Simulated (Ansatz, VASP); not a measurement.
# Yb in VASP and in Ansatz

File INCAR:

```
SYSTEM = Yb
PREC     = Accurate       ! precision mode
ENCUT    = 520            ! plane-wave cutoff, eV
EDIFF    = 1E-7           ! SCF threshold, eV
ISMEAR   = -1             ! smearing method
SIGMA    = 0.1            ! smearing width, eV
LREAL    = .False.        ! projectors in reciprocal space
LASPH    = .True.         ! aspherical terms in the spheres
NELM     = 60             ! most SCF steps
ALGO     = Normal         ! electronic algorithm
ISIF     = 2              ! what is computed and relaxed
LWAVE    = .False.        ! write WAVECAR
LCHARG   = .False.        ! write CHGCAR
GGA      = CA             ! functional
NBANDS   = 18             ! bands
```

File KPOINTS:

```
Automatic mesh
0
Gamma
  11 11 11
  0 0 0
```

Contents of POSCAR:

```
Yb
1.0
    0.0000000000      2.4569516026      2.4569516026
    2.4569516026      0.0000000000      2.4569516026
    2.4569516026      2.4569516026      0.0000000000
Yb
1
Direct
    0.0000000000      0.0000000000      0.0000000000
```

Input for Ansatz:

```yaml
crystal:
  lattice:
    - [0.0, 2.4569516026, 2.4569516026]
    - [2.4569516026, 0.0, 2.4569516026]
    - [2.4569516026, 2.4569516026, 0.0]
  atoms:
    - { symbol: Yb, position: [0.0, 0.0, 0.0] }
hamiltonian:
  xc: lda
  pseudopotentials:
    kind: paw
    azcp:
      Yb: "pseudopotentials/Yb.paw.azcp"
basis:
  ecutwfc: 800
  fft_grid_basis: typed
kpoints:
  mp_grid: { grid: [11, 11, 11], shift: [0, 0, 0] }
magnetization:
  spin_polarized: false
scf:
  occupations: { method: fermi_dirac, width: 0.1 }
  lower_state_search: "off"
output:
  stress: true
```

Alike in both runs: task single point; functional LDA; k mesh 11 × 11 × 11; occupations fermi-dirac, width 0.1 eV; no spin polarisation.

```csv
,VASP,Ansatz
version,VASP 6.6.1,Ansatz 0.2.0
potentials or method,"VASP PAW PBE potentials, release 64 (Yb), cutoff 520 eV","plane waves (800 eV) with PAW, scalar-relativistic"
valence electrons in the cell,24,24
```

Ansatz gave:

| Quantity | Value |
| --- | --- |
| pressure (GPa) | 0.0 |

Problem. Estimate VASP's values.

Solution. Pressure (GPa): -0.3.

VASP's potentials were made for PBE, not for LDA, and Ansatz warns of the same on its side. LDA's correlation is that of Perdew and Zunger in VASP and of Perdew and Wang (1992) in Ansatz.

Neither program's run includes spin-orbit coupling.
